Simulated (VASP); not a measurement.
# Pd (Fm-3m) in VASP: elastic constants with PBEsol

Aim: the elastic constants of Pd with PBEsol.

Everything below comes from runs of VASP 6.6.1. Logs are shortened: lines on timing, memory, paths and dates and some standing lists are left out, and cuts for length are marked.

## Step 1: The cell of the first run

It takes space group Fm-3m (No. 225, cubic). The conventional cell has a = 3.880 Å, b = 3.880 Å, c = 3.880 Å, α = 90.00°, β = 90.00°, γ = 90.00°. Within 3.6 Å of Pd (site symmetry m-3m) lie 12 Pd at 2.74 Å.

## Step 2: Elastic constants, PBEsol

Contents of INCAR:

```
PREC = Accurate
ENCUT = 600
EDIFF = 1E-8
ISMEAR = -1
SIGMA = 0.15
LREAL = False
LASPH = True
NELM = 80
ALGO = Fast
ISIF = 3
LWAVE = False
LCHARG = False
GGA = PS
NBANDS = 11
IBRION = 6
NFREE = 2
POTIM = 0.015
NSW = 1
```

Contents of KPOINTS:

```
regular mesh
0
Gamma
  18 18 18
```

Contents of POSCAR:

```
Pd
1.0
    0.0000000000      1.9398871894      1.9398871894
    1.9398871894      0.0000000000      1.9398871894
    1.9398871894      1.9398871894      0.0000000000
Pd
1
Direct
    0.0000000000      0.0000000000      0.0000000000
```

Potentials or basis: VASP PAW PBE potentials, release 64 (Pd).

Launch:

```bash
cat potpaw_PBE.64/Pd/POTCAR > POTCAR
mpirun -np 1 vasp_std > vasp.out
```

OUTCAR:

```text
PREC = Accurate
   ENCUT = 600
   EDIFF = 1E-8
   ISMEAR = -1
   LREAL = False
   LASPH = True
   NELM = 80
   ISIF = 3
   GGA = PS
   IBRION = 6
   NFREE = 2
   POTIM = 0.015
   NSW = 1

 ion  position               nearest neighbor table
   1  0.000  0.000  0.000-

  LATTYP: Found a face centered cubic cell.
 ALAT       =     3.8797743788

  Lattice vectors:

 A1 = (   0.0000000000,   1.9398871894,   1.9398871894)
 A2 = (   1.9398871894,   0.0000000000,   1.9398871894)
 A3 = (   1.9398871894,   1.9398871894,   0.0000000000)

Analysis of symmetry for initial positions (statically):
=====================================================================
 Subroutine PRICEL returns:
 Original cell was already a primitive cell.

 Routine SETGRP: Setting up the symmetry group for a
 face centered cubic supercell.

 Subroutine GETGRP returns: Found 48 space group operations
 (whereof 48 operations were pure point group operations)
 out of a pool of 48 trial point group operations.

The static configuration has the point symmetry O_h .

Analysis of symmetry for dynamics (positions and initial velocities):
=====================================================================
 Subroutine PRICEL returns:
 Original cell was already a primitive cell.

 Routine SETGRP: Setting up the symmetry group for a
 face centered cubic supercell.

 Subroutine GETGRP returns: Found 48 space group operations
 (whereof 48 operations were pure point group operations)
 out of a pool of 48 trial point group operations.

The dynamic configuration has the point symmetry O_h .

 Subroutine INISYM returns: Found 48 space group operations
 (whereof 48 operations are pure point group operations),
 and found     1 'primitive' translations

----------------------------------------------------------------------------------------

                                     Primitive cell

  volume of cell :      14.6002

  direct lattice vectors                    reciprocal lattice vectors
     0.000000000  1.939887189  1.939887189    -0.257746947  0.257746947  0.257746947
     1.939887189  0.000000000  1.939887189     0.257746947 -0.257746947  0.257746947
     1.939887189  1.939887189  0.000000000     0.257746947  0.257746947 -0.257746947

  length of vectors
     2.743414773  2.743414773  2.743414773     0.446430807  0.446430807  0.446430807

  position of ions in fractional coordinates (direct lattice)
     0.000000000  0.000000000  0.000000000

  ion indices of the primitive-cell ions
   primitive index   ion index
                 1           1

----------------------------------------------------------------------------------------

 KPOINTS: regular mesh

Automatic generation of k-mesh.
 Grid dimensions read from file:
 generate k-points for:   18   18   18

 Generating k-lattice:

  Cartesian coordinates                     Fractional coordinates (reciprocal lattice)
    -0.014319275  0.014319275  0.014319275     0.055555556  0.000000000  0.000000000
     0.014319275 -0.014319275  0.014319275     0.000000000  0.055555556  0.000000000
     0.014319275  0.014319275 -0.014319275     0.000000000  0.000000000  0.055555556

  Length of vectors
     0.024801712  0.024801712  0.024801712

  Shift w.r.t. Gamma in fractional coordinates (k-lattice)
     0.000000000  0.000000000  0.000000000

 Subroutine IBZKPT returns following result:
 ===========================================

 Found    195 irreducible k-points:

[... 91 lines left out ...]
  ext. energy  EPLUGINS =         0.00000000
  ---------------------------------------------------
  free energy    TOTEN  =        -6.03252133 eV

  energy without entropy =       -5.91442803  energy(sigma->0) =       -5.97347468

------------------------ aborting loop because EDIFF is reached ----------------------------------------

  FORCE on cell =-STRESS in cart. coord.  units (eV):
  Direction    XX          YY          ZZ          XY          YZ          ZX
  --------------------------------------------------------------------------------------
  -------------------------------------------------------------------------------------
  Total       -0.0312362     -0.0312362     -0.0312362      0.0000000      0.0000000     -0.0000000
  in kB       -3.4277565     -3.4277565     -3.4277565      0.0000000      0.0000000     -0.0000000
  external PRESSURE =      -3.4277565 kB  Pullay stress =       0.0000000 kB
[... 86 lines left out ...]
  FREE ENERGIE OF THE ION-ELECTRON SYSTEM (eV)
  ---------------------------------------------------
  free  energy   TOTEN  =        -6.0303738104 eV

  energy  without entropy=       -5.9140104701  energy(sigma->0) =       -5.97219214

 E-fermi :  10.1168     XC(G=0): -13.5383

 val. band max:       10.1138317377   @ k =   0.4444   0.0000   0.2778
 cond. band min:      10.1230184187   @ k =   0.5000   0.3889   0.0556
 fundamental gap:      0.0091866810
 Fermi energy:        10.1167766774

 k-point     1 :       0.0000    0.0000    0.0000
  band No.  band energies     occupation
      1       2.6159      2.00000
      2       7.0382      2.00000
      3       7.0382      2.00000
      4       7.1825      2.00000
      5       8.7030      1.99984
      6       8.8574      1.99955
      7      27.1977      0.00000
      8      31.9768      0.00000
      9      31.9768      0.00000
     10      32.3615      0.00000
     11      36.0616      0.00000
[... 310 lines left out ...]
  band No.  band energies     occupation
      1       4.3622      2.00000
      2       6.8334      2.00000
      3       7.4006      2.00000
      4       7.4851      2.00000
      5       8.6222      1.99991
      6       9.2231      1.99484
      7      25.1586      0.00000
      8      28.3637      0.00000
      9      32.5623      0.00000
     10      34.7503      0.00000
     11      35.0916      0.00000

 [... further k-points ...]

[... ionic steps 4 to 12 ...]

--------------------------------------- Ionic step       13  -------------------------------------------

 number of electron      10.0000000 magnetization

------------------------ aborting loop because EDIFF is reached ----------------------------------------
[... 65 lines left out ...]
--------------------------------------- Ionic step       15  -------------------------------------------

 number of electron      10.0000000 magnetization

 Free energy of the ion-electron system (eV)
  ---------------------------------------------------
  ext. energy  EPLUGINS =         0.00000000
  ---------------------------------------------------
  free energy    TOTEN  =        -6.03252154 eV

  energy without entropy =       -5.91442825  energy(sigma->0) =       -5.97347490

 E-fermi :   9.8558     XC(G=0): -13.4440

 val. band max:        9.8550774834   @ k =   0.5000   0.3889   0.0556
 cond. band min:       9.8652266168   @ k =   0.4444   0.3333   0.0000
 fundamental gap:      0.0101491335
 Fermi energy:         9.8558460834

 k-point     1 :       0.0000    0.0000    0.0000
  band No.  band energies     occupation
      1       2.4744      2.00000
      2       6.8950      2.00000
      3       6.8950      2.00000
      4       6.8950      2.00000
      5       8.5496      1.99967
      6       8.5496      1.99967
      7      26.9285      0.00000
      8      31.7515      0.00000
      9      31.7515      0.00000
     10      31.7515      0.00000
     11      35.8527      0.00000
[... 350 lines left out ...]
  FREE ENERGIE OF THE ION-ELECTRON SYSTEM (eV)
  ---------------------------------------------------
  free  energy   TOTEN  =        -6.0325215423 eV

  energy  without entropy=       -5.9144282487  energy(sigma->0) =       -5.97347490

 INTERNAL STRAIN TENSORS FROM STRAINED CELLS
 ============================================

 INTERNAL STRAIN TENSOR FOR ION    1 for displacements in x,y,z  (eV/Angst):
          X           Y           Z          XY          YZ          ZX
  --------------------------------------------------------------------------------
  x    -0.00000     0.00000    -0.00000     0.00000     0.00000     0.00000
  y     0.00000     0.00000     0.00000     0.00000     0.00000     0.00000
  z    -0.00000    -0.00000    -0.00000     0.00000    -0.00000     0.00000

 INTERNAL STRAIN TENSORS FROM DISPLACED ATOMS
 ============================================

 INTERNAL STRAIN TENSOR FOR ION    1 for displacements in x,y,z  (eV/Angst):
          X           Y           Z          XY          YZ          ZX
  --------------------------------------------------------------------------------
  x     0.00000     0.00000     0.00000     0.00000     0.00000     0.00000
  y     0.00000     0.00000     0.00000     0.00000     0.00000     0.00000
  z     0.00000     0.00000     0.00000     0.00000     0.00000     0.00000

 Eigenvectors and eigenvalues of the dynamical matrix
 ----------------------------------------------------

   1 f/i=    0.000000 THz     0.000000 2PiTHz    0.000000 cm-1     0.000000 meV
             X         Y         Z           dx          dy          dz
      0.000000  0.000000  0.000000     0.972806   -0.231621    0.000000

   2 f/i=    0.000000 THz     0.000000 2PiTHz    0.000000 cm-1     0.000000 meV
             X         Y         Z           dx          dy          dz
      0.000000  0.000000  0.000000    -0.231621   -0.972806    0.000000

   3 f/i=    0.000000 THz     0.000000 2PiTHz    0.000000 cm-1     0.000000 meV
             X         Y         Z           dx          dy          dz
      0.000000  0.000000  0.000000     0.000000    0.000000    1.000000

--------------------------------------------------------------------------------------------------------

 ELASTIC MODULI CONTR FROM IONIC RELAXATION (kBar)
 Direction    XX          YY          ZZ          XY          YZ          ZX
 --------------------------------------------------------------------------------
 XX           0.0000      0.0000      0.0000      0.0000      0.0000      0.0000
 YY           0.0000      0.0000      0.0000      0.0000      0.0000      0.0000
 ZZ           0.0000      0.0000      0.0000      0.0000      0.0000      0.0000
 XY           0.0000      0.0000      0.0000      0.0000      0.0000      0.0000
 YZ           0.0000      0.0000      0.0000      0.0000      0.0000      0.0000
 ZX           0.0000      0.0000      0.0000      0.0000      0.0000      0.0000
 --------------------------------------------------------------------------------

 TOTAL ELASTIC MODULI (kBar)
 Direction    XX          YY          ZZ          XY          YZ          ZX
 --------------------------------------------------------------------------------
 XX        2493.2075   1764.7398   1764.7398      0.0000      0.0000      0.0000
 YY        1764.7398   2493.2075   1764.7398      0.0000      0.0000     -0.0000
 ZZ        1764.7398   1764.7398   2493.2075      0.0000     -0.0000      0.0000
 XY           0.0000      0.0000      0.0000    927.5067      0.0000      0.0000
 YZ           0.0000      0.0000     -0.0000      0.0000    927.5067      0.0000
 ZX           0.0000     -0.0000      0.0000      0.0000      0.0000    927.5067
 --------------------------------------------------------------------------------
```

Run time: 34 min. Hardware: 1 thread of Intel Xeon 8259CL, shared host; peak memory 0.66 GiB.

Results:

```
Elastic constants C11, C12, C44 : 249, 176, 93 GPa
Voigt bulk modulus              : 201 GPa
```

Elastic tensor in Voigt notation (GPa, in the Cartesian axes of the cell as first typed):
```
249 176 176   0   0   0
176 249 176   0   0   0
176 176 249   0   0   0
  0   0   0  93   0   0
  0   0   0   0  93   0
  0   0   0   0   0  93
```

Clamped-ion elastic tensor (GPa):
```
249 176 176   0   0   0
176 249 176   0   0   0
176 176 249   0   0   0
  0   0   0  93   0   0
  0   0   0   0  93   0
  0   0   0   0   0  93
```

Caveat: the PAW data sets were made with another functional, which shifts forces and pressure a little.
